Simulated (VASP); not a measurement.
# SrHgI3 (P6_3/mmc) in VASP: single point with PBE

Aim: the single point of SrHgI3 with PBE.

Program: VASP 6.6.1. These are calculated values, not measurements. Logs are shortened: lines on timing, memory, paths and dates and some standing lists are left out, and cuts for length are marked.

### 1 The cell of the first run

The structure is hexagonal, space group P6_3/mmc (No. 194). The conventional cell has a = 8.265 Å, b = 8.265 Å, c = 6.943 Å, α = 90.00°, β = 90.00°, γ = 120.00°. Sr (site symmetry -6m2) has 12 I at 4.13 to 4.21 Å and 6 Hg at 5.08 Å within 5.4 Å. Hg (site symmetry -3m) has 6 I at 2.95 Å and 2 Hg at 3.47 Å within 3.9 Å. Within 3.9 Å of I (site symmetry mm2) lie 2 Hg at 2.95 Å.

### 2 Single point, PBE

Input file INCAR:

```
PREC = Accurate
ENCUT = 520
EDIFF = 1E-6
ISMEAR = 0
SIGMA = 0.1
LREAL = False
LASPH = True
NELM = 80
ALGO = Normal
ISIF = 2
LWAVE = False
LCHARG = False
GGA = PE
NBANDS = 54
```

Input file KPOINTS:

```
regular mesh
0
Gamma
  3 3 4
```

Input file POSCAR:

```
SrHgI3
1.0
    8.2650150000      0.0000000000      0.0000000000
   -4.1325075000      7.1577129500      0.0000000000
    0.0000000000      0.0000000000      6.9426126000
Sr Hg I
2 2 6
Direct
    0.3333333300      0.6666666700      0.7500000000
    0.6666666700      0.3333333300      0.2500000000
    0.0000000000      0.0000000000      0.0000000000
    0.0000000000      0.0000000000      0.5000000000
    0.8333333300      0.6666666700      0.7500000000
    0.3333333300      0.1666666700      0.7500000000
    0.8333333300      0.1666666700      0.7500000000
    0.1666666700      0.3333333300      0.2500000000
    0.6666666700      0.8333333300      0.2500000000
    0.1666666700      0.8333333300      0.2500000000
```

Potentials or basis: VASP PAW PBE potentials, release 64 (Sr_sv, Hg, I).

On the command line:

```sh
cat potpaw_PBE.64/Sr_sv/POTCAR potpaw_PBE.64/Hg/POTCAR potpaw_PBE.64/I/POTCAR > POTCAR
mpirun -np 1 vasp_std > vasp.out
```

OUTCAR:

```text
PREC = Accurate
   ENCUT = 520
   EDIFF = 1E-6
   ISMEAR = 0
   LREAL = False
   LASPH = True
   NELM = 80
   ISIF = 2
   GGA = PE

 ion  position               nearest neighbor table
   1  0.333  0.667  0.750-   6 4.13   7 4.13   6 4.13   7 4.13   5 4.13   5 4.13  10 4.21  10 4.21
                             8 4.21   8 4.21   9 4.21   9 4.21
   2  0.667  0.333  0.250-   9 4.13  10 4.13   9 4.13  10 4.13   8 4.13   8 4.13   7 4.21   7 4.21
                             5 4.21   5 4.21   6 4.21   6 4.21
   3  0.000  0.000  0.000-   5 2.95   8 2.95   6 2.95   9 2.95   7 2.95  10 2.95   4 3.47   4 3.47

   4  0.000  0.000  0.500-   5 2.95   8 2.95   6 2.95   9 2.95   7 2.95  10 2.95   3 3.47   3 3.47

   5  0.833  0.667  0.750-   3 2.95   4 2.95   1 4.13   1 4.13   2 4.21   2 4.21
   6  0.333  0.167  0.750-   3 2.95   4 2.95   1 4.13   1 4.13   2 4.21   2 4.21
   7  0.833  0.167  0.750-   3 2.95   4 2.95   1 4.13   1 4.13   2 4.21   2 4.21
   8  0.167  0.333  0.250-   3 2.95   4 2.95   2 4.13   2 4.13   1 4.21   1 4.21
   9  0.667  0.833  0.250-   3 2.95   4 2.95   2 4.13   2 4.13   1 4.21   1 4.21
  10  0.167  0.833  0.250-   3 2.95   4 2.95   2 4.13   2 4.13   1 4.21   1 4.21

  LATTYP: Found a hexagonal cell.
 ALAT       =     8.2650150000
 C/A-ratio  =     0.8400000000

  Lattice vectors:

 A1 = (   8.2650150000,   0.0000000000,   0.0000000000)
 A2 = (  -4.1325075000,   7.1577129500,   0.0000000000)
 A3 = (   0.0000000000,   0.0000000000,   6.9426126000)

Analysis of symmetry for initial positions (statically):
=====================================================================
 Subroutine PRICEL returns:
 Original cell was already a primitive cell.

 Routine SETGRP: Setting up the symmetry group for a
 hexagonal supercell.

 Subroutine GETGRP returns: Found 24 space group operations
 (whereof 12 operations were pure point group operations)
 out of a pool of 24 trial point group operations.

The static configuration has the point symmetry D_3d.
 The point group associated with its full space group is D_6h.

Analysis of symmetry for dynamics (positions and initial velocities):
=====================================================================
 Subroutine PRICEL returns:
 Original cell was already a primitive cell.

 Routine SETGRP: Setting up the symmetry group for a
 hexagonal supercell.

 Subroutine GETGRP returns: Found 24 space group operations
 (whereof 12 operations were pure point group operations)
 out of a pool of 24 trial point group operations.

The dynamic configuration has the point symmetry D_3d.
 The point group associated with its full space group is D_6h.

 Subroutine INISYM returns: Found 24 space group operations
 (whereof 12 operations are pure point group operations),
 and found     1 'primitive' translations

----------------------------------------------------------------------------------------

                                     Primitive cell

  volume of cell :     410.7153

  direct lattice vectors                    reciprocal lattice vectors
     8.265015000  0.000000000  0.000000000     0.120991916  0.069854715  0.000000000
    -4.132507500  7.157712950  0.000000000     0.000000000  0.139709431  0.000000000
     0.000000000  0.000000000  6.942612600     0.000000000  0.000000000  0.144037995

  length of vectors
     8.265015000  8.265014998  6.942612600     0.139709430  0.139709431  0.144037995

  position of ions in fractional coordinates (direct lattice)
     0.333333330  0.666666670  0.750000000
     0.666666670  0.333333330  0.250000000
     0.000000000  0.000000000  0.000000000
     0.000000000  0.000000000  0.500000000
     0.833333330  0.666666670  0.750000000
     0.333333330  0.166666670  0.750000000
     0.833333330  0.166666670  0.750000000
     0.166666670  0.333333330  0.250000000
     0.666666670  0.833333330  0.250000000
     0.166666670  0.833333330  0.250000000

  ion indices of the primitive-cell ions
   primitive index   ion index
                 1           1
                 2           2
                 3           3
                 4           4
                 5           5
                 6           6
                 7           7
                 8           8
                 9           9
                10          10

----------------------------------------------------------------------------------------

 KPOINTS: regular mesh

Automatic generation of k-mesh.
 Grid dimensions read from file:
 generate k-points for:    3    3    4

 Generating k-lattice:

  Cartesian coordinates                     Fractional coordinates (reciprocal lattice)
     0.040330639  0.023284905  0.000000000     0.333333333 -0.000000000  0.000000000
     0.000000000  0.046569810  0.000000000     0.000000000  0.333333333  0.000000000
     0.000000000  0.000000000  0.036009499     0.000000000  0.000000000  0.250000000

  Length of vectors
     0.046569810  0.046569810  0.036009499

  Shift w.r.t. Gamma in fractional coordinates (k-lattice)
     0.000000000  0.000000000  0.000000000

 Subroutine IBZKPT returns following result:
 ===========================================

 Found      9 irreducible k-points:

 Following reciprocal coordinates:
            Coordinates               Weight
  0.000000  0.000000  0.000000      1.000000
  0.333333  0.000000  0.000000      6.000000
  0.333333  0.333333  0.000000      2.000000
  0.000000  0.000000  0.250000      2.000000
  0.333333  0.000000  0.250000     12.000000
  0.333333  0.333333  0.250000      4.000000
  0.000000  0.000000  0.500000      1.000000
  0.333333  0.000000  0.500000      6.000000
  0.333333  0.333333  0.500000      2.000000
   k-points           NKPTS =      9   k-points in BZ     NKDIM =      9   number of bands    NBANDS=     54
   number of dos      NEDOS =    301   number of ions     NIONS =     10
   total plane-waves  NPLWV = 221184
   dimension x,y,z NGX =    64 NGY =   64 NGZ =   54
   dimension x,y,z NGXF=   128 NGYF=  128 NGZF=  108
   ions per type =               2   2   6
   NGX,Y,Z   is equivalent  to a cutoff of  12.87, 12.87, 12.93 a.u.
   NGXF,Y,Z  is equivalent  to a cutoff of  25.75, 25.75, 25.86 a.u.
 SYSTEM =  unknown system
   PREC   = accura    normal or accurate (medium, high low for compatibility)
   ISTART =      0    job   : 0-new  1-cont  2-samecut
   ICHARG =      2    charge: 1-file 2-atom 10-const
   ISPIN  =      1    spin polarized calculation?
   LNONCOLLINEAR =      F non collinear calculations
   LSORBIT =      F    spin-orbit coupling
   LASPH  =      T    aspherical Exc in radial PAW
   ENCUT  =  520.0 eV  38.22 Ry    6.18 a.u.  15.37 15.37 12.91*2*pi/ulx,y,z
   NELM   =     80;   NELMIN=  2; NELMDL= -5     # of ELM steps
   EDIFF  = 0.1E-05   stopping-criterion for ELM
   LREAL  =      F    real-space projection
   EDIFFG = 0.1E-04   stopping-criterion for IOM
   NSW    =      0    number of steps for IOM
   IBRION =     -1    ionic relax: 0-MD 1-quasi-New 2-CG
   NFREE  =      0    steps in history (QN), initial steepest desc. (CG)
   ISIF   =      2    stress and relaxation
   ISYM   =      2    0-nonsym 1-usesym 2-fastsym
   POTIM  = 0.5000    time-step for ionic-motion
   TEBEG  =    0.0;   TEEND  =   0.0 temperature during run
   PSTRESS=    0.0 pullay stress
   NELECT =      86.0000    total number of electrons
   NUPDOWN=      -1.0000    fix difference up-down
   EMIN   =  10.00;   EMAX   =-10.00  energy-range for DOS
   EFERMI =   0.00;   METHOD = LEGACY
   ISMEAR =     0;   SIGMA  =   0.10  broadening in eV -4-tet -1-fermi 0-gaus
   EFERMI_NEDOS =   21; number of points for ismear=-14 and -15
   IALGO  =     38    algorithm
   IMIX   =      4    mixing-type and parameters
     AMIX     =   0.40;   BMIX     =  1.00
     AMIX_MAG =   1.60;   BMIX_MAG =  1.00
  volume/ion in A,a.u.               =      41.07       277.16
  Fermi-wavevector in a.u.,A,eV,Ry     =   0.972137  1.837072 12.858184  0.945050
  Thomas-Fermi vector in A             =   2.102411
   LORBIT       =      0    0 simple, 1 ext, 2 COOP (PROOUT), +10 PAW based schemes
   GGA     = PE    functional components
   LHFCALC =     F    Hartree Fock is set to
   AEXX    =    0.0000 exact exchange contribution
   IVDW    =     0    specifies the selected vdW correction
   LEPSILON=     F    determine dielectric tensor
   LRPA    =     F    only Hartree local field effects (RPA)
 non-spin polarized calculation
 Gauss-broadening in eV      SIGMA  =   0.10
  energy-cutoff  :      520.00
  volume of cell :      410.72
 maximum number of plane-waves:     11114
 NGX is ok and might be reduce to    64
   NGX = 31   NGY = 31   NGZ = 25

 number of electron      85.9999995 magnetization

 Free energy of the ion-electron system (eV)
  ---------------------------------------------------
  ext. energy  EPLUGINS =         0.00000000
  ---------------------------------------------------
  free energy    TOTEN  =       -18.60151188 eV

  energy without entropy =      -18.57597162  energy(sigma->0) =      -18.58874175

 E-fermi :   3.7289     XC(G=0):  -8.0832

 val. band max:        3.6554990120   @ k =   0.3333   0.3333   0.2500
 cond. band min:       3.7324572747   @ k =   0.0000   0.0000   0.2500
 fundamental gap:      0.0769582627
 Fermi energy:         3.7289083743

 k-point     1 :       0.0000    0.0000    0.0000
  band No.  band energies     occupation
      1     -34.6751      2.00000
      2     -34.6751      2.00000
      3     -16.5602      2.00000
      4     -16.5602      2.00000
      5     -16.5588      2.00000
      6     -16.5588      2.00000
[... 46 lines left out ...]
     53       5.5797      0.00000
     54       6.0227      0.00000

 k-point     2 :       0.3333    0.0000    0.0000
  band No.  band energies     occupation
      1     -34.6751      2.00000
      2     -34.6751      2.00000
      3     -16.5605      2.00000
      4     -16.5603      2.00000
      5     -16.5591      2.00000
      6     -16.5586      2.00000
[... 391 lines left out ...]
 k-point     9 :       0.3333    0.3333    0.5000
  band No.  band energies     occupation
      1     -34.6751      2.00000
      2     -34.6751      2.00000
      3     -16.5597      2.00000
      4     -16.5597      2.00000
      5     -16.5596      2.00000
      6     -16.5596      2.00000
[... 46 lines left out ...]
     53       6.0377      0.00000
     54       6.0641      0.00000

------------------------ aborting loop because EDIFF is reached ----------------------------------------

  FORCE on cell =-STRESS in cart. coord.  units (eV):
  Direction    XX          YY          ZZ          XY          YZ          ZX
  --------------------------------------------------------------------------------------
  -------------------------------------------------------------------------------------
  Total        3.3536886      3.3536886      4.3281182      0.0000000      0.0000000      0.0000000
  in kB       13.0825517     13.0825517     16.8837473      0.0000000      0.0000000      0.0000000
  external PRESSURE =      14.3496169 kB  Pullay stress =       0.0000000 kB

 VOLUME and BASIS-vectors are now :
 -----------------------------------------------------------------------------
  energy-cutoff  :      520.00
  volume of cell :      410.72
      direct lattice vectors                 reciprocal lattice vectors
     8.265015000  0.000000000  0.000000000     0.120991916  0.069854715  0.000000000
    -4.132507500  7.157712950  0.000000000     0.000000000  0.139709431  0.000000000
     0.000000000  0.000000000  6.942612600     0.000000000  0.000000000  0.144037995

 POSITION                                       TOTAL-FORCE (eV/Angst)
 -----------------------------------------------------------------------------------
     -0.00000      4.77181      5.20696        -0.000000      0.000000      0.000000
      4.13251      2.38590      1.73565         0.000000      0.000000      0.000000
      0.00000      0.00000      0.00000        -0.000000      0.000000      0.000000
      0.00000      0.00000      3.47131         0.000000      0.000000      0.000000
      4.13251      4.77181      5.20696         0.000000     -1.497600      0.000000
      2.06625      1.19295      5.20696         1.296960      0.748800     -0.000000
      6.19876      1.19295      5.20696        -1.296960      0.748800     -0.000000
      0.00000      2.38590      1.73565         0.000000      1.497600      0.000000
      2.06625      5.96476      1.73565        -1.296960     -0.748800      0.000000
     -2.06625      5.96476      1.73565         1.296960     -0.748800      0.000000
 -----------------------------------------------------------------------------------
    total drift:                               -0.000037      0.000022     -0.000000

  FREE ENERGIE OF THE ION-ELECTRON SYSTEM (eV)
  ---------------------------------------------------
  free  energy   TOTEN  =       -18.6015118773 eV

  energy  without entropy=      -18.5759716158  energy(sigma->0) =      -18.58874175
```

Run time: 5.2 min. Hardware: 1 thread of Intel Xeon Platinum 8259CL at 2.50GHz (Skylake/Cascade Lake), shared host; peak memory 0.57 GiB.

Results:

| Item | Value |
| --- | --- |
| Free energy | -18.6015 eV |
| Pressure | 1.4 GPa |
| Largest force | 1.498 eV/Å |
| Band gap on the k mesh | zero (bands 43 and 44 overlap by 1.15 eV) |

Forces in eV/Å, atoms in the order of the input:
```
Sr   0.000  0.000  0.000
Sr   0.000  0.000  0.000
Hg   0.000  0.000  0.000
Hg   0.000  0.000  0.000
I    0.000 -1.498  0.000
I    1.297  0.749  0.000
I   -1.297  0.749  0.000
I    0.000  1.498  0.000
I   -1.297 -0.749  0.000
I    1.297 -0.749  0.000
```

Caveat: spin-orbit coupling is left out, which moves the levels of the heavy elements; forces of over 1 eV/Å act on the atoms, so gaps and moduli don't describe the material at rest.
